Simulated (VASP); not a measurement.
# Sc in VASP: single point with PBE

Aim: the single point of Sc with PBE.

Program: VASP 6.6.1. These are calculated values, not measurements. Logs are shortened: lines on timing, memory, paths and dates and some standing lists are left out, and cuts for length are marked.

### 1 The cell of the first run

The typed cell holds 3 atoms: a = 5.124 Å, b = 5.124 Å, c = 3.232 Å, α = 90.00°, β = 90.00°, γ = 59.86°.

This isn't the form of Sc at room conditions, which is hcp.

### 2 Single point, PBE

File INCAR:

```
PREC = Accurate ; ENCUT = 520
EDIFF = 1E-6 ; ISMEAR = 0
SIGMA = 0.1 ; LREAL = False
LASPH = True ; NELM = 80
ALGO = Normal ; ISIF = 2
LWAVE = False ; LCHARG = False
GGA = PE ; NBANDS = 24
```

File KPOINTS:

```
Automatic mesh
0
Gamma
  8 8 12
```

File POSCAR:

```
Sc
1.0
    4.4408455235     -2.5565097336      0.0023856200
    4.4408455235      2.5565097336      0.0023856200
   -0.0017708824      0.0000000000      3.2320687274
Sc
3
Direct
    0.3334249068      0.3334249068      0.9999777541
    0.0000000000      0.0000000000      0.5000000000
    0.6665750932      0.6665750932      0.0000222459
```

Potentials or basis: VASP PAW PBE potentials, release 64 (Sc_sv).

Launch:

```console
> cat potpaw_PBE.64/Sc_sv/POTCAR > POTCAR
> mpirun -np 1 vasp_std > vasp.out
```

OUTCAR:

```text
PREC = Accurate
   ENCUT = 520
   EDIFF = 1E-6
   ISMEAR = 0
   LREAL = False
   LASPH = True
   NELM = 80
   ISIF = 2
   GGA = PE

 ion  position               nearest neighbor table
   1  0.333  0.333  1.000-   3 2.95   3 2.95   3 2.96   2 3.37   2 3.37   2 3.37   2 3.37   2 3.37
                             2 3.37
   2  0.000  0.000  0.500-   3 3.37   3 3.37   1 3.37   1 3.37   3 3.37   1 3.37   3 3.37   1 3.37
                             1 3.37   3 3.37   3 3.37   1 3.37
   3  0.667  0.667  0.000-   1 2.95   1 2.95   1 2.96   2 3.37   2 3.37   2 3.37   2 3.37   2 3.37
                             2 3.37

  LATTYP: Found a simple monoclinic cell.
 ALAT       =     5.1130194672
 B/A-ratio  =     0.6321253485
 C/A-ratio  =     1.0021758209
 COS(beta)  =    -0.4989144515

  Lattice vectors:

 A1 = (   0.0000000000,  -5.1130194672,   0.0000000000)
 A2 = (  -0.0017708824,   0.0000000000,   3.2320687274)
 A3 = (  -4.4408455235,   2.5565097336,  -0.0023856200)

Analysis of symmetry for initial positions (statically):
=====================================================================
 Subroutine PRICEL returns:
 Original cell was already a primitive cell.

 Routine SETGRP: Setting up the symmetry group for a
 simple monoclinic supercell.

 Subroutine GETGRP returns: Found  2 space group operations
 (whereof  2 operations were pure point group operations)
 out of a pool of  4 trial point group operations.

The static configuration has the point symmetry S_2 .

Analysis of symmetry for dynamics (positions and initial velocities):
=====================================================================
 Subroutine PRICEL returns:
 Original cell was already a primitive cell.

 Routine SETGRP: Setting up the symmetry group for a
 simple monoclinic supercell.

 Subroutine GETGRP returns: Found  2 space group operations
 (whereof  2 operations were pure point group operations)
 out of a pool of  4 trial point group operations.

The dynamic configuration has the point symmetry S_2 .

 Subroutine INISYM returns: Found  2 space group operations
 (whereof  2 operations are pure point group operations),
 and found     1 'primitive' translations

----------------------------------------------------------------------------------------

                                     Primitive cell

  volume of cell :      73.3878

  direct lattice vectors                    reciprocal lattice vectors
     4.440845524 -2.556509734  0.002385620     0.112591138 -0.195579150  0.000061690
     4.440845524  2.556509734  0.002385620     0.112591138  0.195579150  0.000061690
    -0.001770882  0.000000000  3.232068727    -0.000166209  0.000000000  0.309399270

  length of vectors
     5.124144482  5.124144482  3.232069213     0.225672267  0.225672267  0.309399315

  position of ions in fractional coordinates (direct lattice)
     0.333424907  0.333424907  0.999977754
     1.000000000  1.000000000  0.500000000
     0.666575093  0.666575093  0.000022246

  ion indices of the primitive-cell ions
   primitive index   ion index
                 1           1
                 2           2
                 3           3

----------------------------------------------------------------------------------------

 KPOINTS: Automatic mesh

Automatic generation of k-mesh.
 Grid dimensions read from file:
 generate k-points for:    8    8   12

 Generating k-lattice:

  Cartesian coordinates                     Fractional coordinates (reciprocal lattice)
     0.014073892 -0.024447394  0.000007711     0.125000000  0.000000000 -0.000000000
     0.014073892  0.024447394  0.000007711     0.000000000  0.125000000 -0.000000000
    -0.000013851  0.000000000  0.025783273     0.000000000  0.000000000  0.083333333

  Length of vectors
     0.028209033  0.028209033  0.025783276

  Shift w.r.t. Gamma in fractional coordinates (k-lattice)
     0.000000000  0.000000000  0.000000000

 Subroutine IBZKPT returns following result:
 ===========================================

 Found    388 irreducible k-points:

 Following reciprocal coordinates:
            Coordinates               Weight
  0.000000  0.000000  0.000000      1.000000
  0.125000  0.000000  0.000000      2.000000
 -0.000000 -0.125000  0.000000      2.000000
  0.250000  0.000000  0.000000      2.000000
 -0.000000 -0.250000  0.000000      2.000000
  0.375000 -0.000000 -0.000000      2.000000
[... 16 lines left out ...]
  0.375000  0.250000 -0.000000      2.000000
 -0.250000 -0.375000  0.000000      2.000000
 [... further k-points ...]
   k-points           NKPTS =    388   k-points in BZ     NKDIM =    388   number of bands    NBANDS=     24
   number of dos      NEDOS =    301   number of ions     NIONS =      3
   total plane-waves  NPLWV =  38400
   dimension x,y,z NGX =    40 NGY =   40 NGZ =   24
   dimension x,y,z NGXF=    80 NGYF=   80 NGZF=   48
   ions per type =               3
   NGX,Y,Z   is equivalent  to a cutoff of  12.98, 12.98, 12.34 a.u.
   NGXF,Y,Z  is equivalent  to a cutoff of  25.95, 25.95, 24.69 a.u.
 SYSTEM =  unknown system
   PREC   = accura    normal or accurate (medium, high low for compatibility)
   ISTART =      0    job   : 0-new  1-cont  2-samecut
   ICHARG =      2    charge: 1-file 2-atom 10-const
   ISPIN  =      1    spin polarized calculation?
   LNONCOLLINEAR =      F non collinear calculations
   LSORBIT =      F    spin-orbit coupling
   LASPH  =      T    aspherical Exc in radial PAW
   ENCUT  =  520.0 eV  38.22 Ry    6.18 a.u.   9.53  9.53  6.01*2*pi/ulx,y,z
   NELM   =     80;   NELMIN=  2; NELMDL= -5     # of ELM steps
   EDIFF  = 0.1E-05   stopping-criterion for ELM
   LREAL  =      F    real-space projection
   EDIFFG = 0.1E-04   stopping-criterion for IOM
   NSW    =      0    number of steps for IOM
   IBRION =     -1    ionic relax: 0-MD 1-quasi-New 2-CG
   NFREE  =      0    steps in history (QN), initial steepest desc. (CG)
   ISIF   =      2    stress and relaxation
   ISYM   =      2    0-nonsym 1-usesym 2-fastsym
   POTIM  = 0.5000    time-step for ionic-motion
   TEBEG  =    0.0;   TEEND  =   0.0 temperature during run
   PSTRESS=    0.0 pullay stress
   NELECT =      33.0000    total number of electrons
   NUPDOWN=      -1.0000    fix difference up-down
   EMIN   =  10.00;   EMAX   =-10.00  energy-range for DOS
   EFERMI =   0.00;   METHOD = LEGACY
   ISMEAR =     0;   SIGMA  =   0.10  broadening in eV -4-tet -1-fermi 0-gaus
   EFERMI_NEDOS =   21; number of points for ismear=-14 and -15
   IALGO  =     38    algorithm
   IMIX   =      4    mixing-type and parameters
     AMIX     =   0.40;   BMIX     =  1.00
     AMIX_MAG =   1.60;   BMIX_MAG =  1.00
  volume/ion in A,a.u.               =      24.46       165.08
  Fermi-wavevector in a.u.,A,eV,Ry     =   1.254214  2.370120 21.402671  1.573052
  Thomas-Fermi vector in A             =   2.388029
   LORBIT       =      0    0 simple, 1 ext, 2 COOP (PROOUT), +10 PAW based schemes
   GGA     = PE    functional components
   LHFCALC =     F    Hartree Fock is set to
   AEXX    =    0.0000 exact exchange contribution
   IVDW    =     0    specifies the selected vdW correction
   LEPSILON=     F    determine dielectric tensor
   LRPA    =     F    only Hartree local field effects (RPA)
 non-spin polarized calculation
 Gauss-broadening in eV      SIGMA  =   0.10
  energy-cutoff  :      520.00
  volume of cell :       73.39
 maximum number of plane-waves:      2020
 NGX is ok and might be reduce to    40
   NGX = 19   NGY = 19   NGZ = 13

 number of electron      33.0000004 magnetization

 Free energy of the ion-electron system (eV)
  ---------------------------------------------------
  ext. energy  EPLUGINS =         0.00000000
  ---------------------------------------------------
  free energy    TOTEN  =       -18.58634660 eV

  energy without entropy =      -18.55819763  energy(sigma->0) =      -18.57227211

 E-fermi :   3.6633     XC(G=0):  -9.9034

 val. band max:        3.6624521008   @ k =   0.2500   0.3750  -0.3333
 cond. band min:       3.6653919142   @ k =  -0.3750  -0.1250   0.3333
 fundamental gap:      0.0029398135
 Fermi energy:         3.6632763749

 k-point     1 :       0.0000    0.0000    0.0000
  band No.  band energies     occupation
      1     -45.7305      2.00000
      2     -45.6705      2.00000
      3     -45.6155      2.00000
      4     -24.4895      2.00000
      5     -24.4881      2.00000
      6     -24.3796      2.00000
[... 16 lines left out ...]
     23       6.0373      0.00000
     24       6.0511      0.00000

 k-point     2 :       0.1250    0.0000    0.0000
  band No.  band energies     occupation
      1     -45.7266      2.00000
      2     -45.6712      2.00000
      3     -45.6188      2.00000
      4     -24.5099      2.00000
      5     -24.4969      2.00000
      6     -24.3551      2.00000
[... 16 lines left out ...]
     23       5.8151      0.00000
     24       5.8303      0.00000

 k-point     3 :      -0.0000   -0.1250    0.0000
  band No.  band energies     occupation
      1     -45.7266      2.00000
      2     -45.6712      2.00000
      3     -45.6188      2.00000
      4     -24.5099      2.00000
      5     -24.4969      2.00000
      6     -24.3551      2.00000
[... 16 lines left out ...]
     23       5.8151      0.00000
     24       5.8303      0.00000
[... 514 lines left out ...]
 k-point    23 :       0.3750    0.2500   -0.0000
  band No.  band energies     occupation
      1     -45.7069      2.00000
      2     -45.6745      2.00000
      3     -45.6355      2.00000
      4     -24.5526      2.00000
      5     -24.4855      2.00000
      6     -24.3016      2.00000
[... 16 lines left out ...]
     23       5.6935      0.00000
     24       6.3789      0.00000

 k-point    24 :      -0.2500   -0.3750    0.0000
  band No.  band energies     occupation
      1     -45.7069      2.00000
      2     -45.6745      2.00000
      3     -45.6355      2.00000
      4     -24.5526      2.00000
      5     -24.4855      2.00000
      6     -24.3016      2.00000
[... 16 lines left out ...]
     23       5.6935      0.00000
     24       6.3789      0.00000

 [... further k-points ...]

------------------------ aborting loop because EDIFF is reached ----------------------------------------

  FORCE on cell =-STRESS in cart. coord.  units (eV):
  Direction    XX          YY          ZZ          XY          YZ          ZX
  --------------------------------------------------------------------------------------
  -------------------------------------------------------------------------------------
  Total       -0.0101153      0.0475487      0.0208095      0.0000027      0.0000067      0.0001334
  in kB       -0.2208349      1.0380680      0.4543059      0.0000587      0.0001459      0.0029121
  external PRESSURE =       0.4238463 kB  Pullay stress =       0.0000000 kB

 VOLUME and BASIS-vectors are now :
 -----------------------------------------------------------------------------
  energy-cutoff  :      520.00
  volume of cell :       73.39
      direct lattice vectors                 reciprocal lattice vectors
     4.440845524 -2.556509734  0.002385620     0.112591138 -0.195579150  0.000061690
     4.440845524  2.556509734  0.002385620     0.112591138  0.195579150  0.000061690
    -0.001770882  0.000000000  3.232068727    -0.000166209  0.000000000  0.309399270

 POSITION                                       TOTAL-FORCE (eV/Angst)
 -----------------------------------------------------------------------------------
      2.95961      0.00000      3.23359        -0.000788     -0.000001      0.000115
     -0.00089      0.00000      1.61603        -0.000000      0.000000      0.000000
      5.92031      0.00000      0.00325         0.000788      0.000001     -0.000115
 -----------------------------------------------------------------------------------
    total drift:                               -0.000000     -0.000000      0.000000

  FREE ENERGIE OF THE ION-ELECTRON SYSTEM (eV)
  ---------------------------------------------------
  free  energy   TOTEN  =       -18.5863465984 eV

  energy  without entropy=      -18.5581976272  energy(sigma->0) =      -18.57227211
```

It took 4.2 min on 1 thread of Intel Xeon 6975P-C (Granite Rapids), shared host; peak memory 0.59 GiB.

Results:

```
Free energy            : -18.5863 eV
Pressure               : 0.0 GPa
Band gap on the k mesh : zero (an odd number of electrons rules out a gap without spin polarisation)
```

Levels at points of the mesh, in eV from the Fermi level:
```
           k point  band 13  band 14  band 15  band 16  band 17  band 18  band 19  band 20
(0.00, 0.00, 0.00)    -5.07    -0.75    -0.03    -0.01    -0.01     0.00     0.73     1.65
(0.50, 0.00, 0.00)    -3.04    -2.99    -1.56     0.48     0.63     0.68     0.76     1.02
(0.00, 0.50, 0.00)    -3.04    -2.99    -1.56     0.48     0.63     0.68     0.76     1.02
(0.50, 0.50, 0.00)    -3.05    -3.00    -1.56     0.47     0.62     0.67     0.78     1.02
(0.00, 0.00, 0.50)    -1.87    -1.45    -0.83    -0.83    -0.51    -0.50     1.67     1.67
(0.50, 0.00, 0.50)    -1.49    -1.26    -0.63    -0.28    -0.08    -0.08     0.86     1.32
(0.00, 0.50, 0.50)    -1.49    -1.26    -0.63    -0.28    -0.08    -0.08     0.86     1.32
(0.50, 0.50, 0.50)    -1.49    -1.26    -0.63    -0.28    -0.08    -0.08     0.85     1.31
```
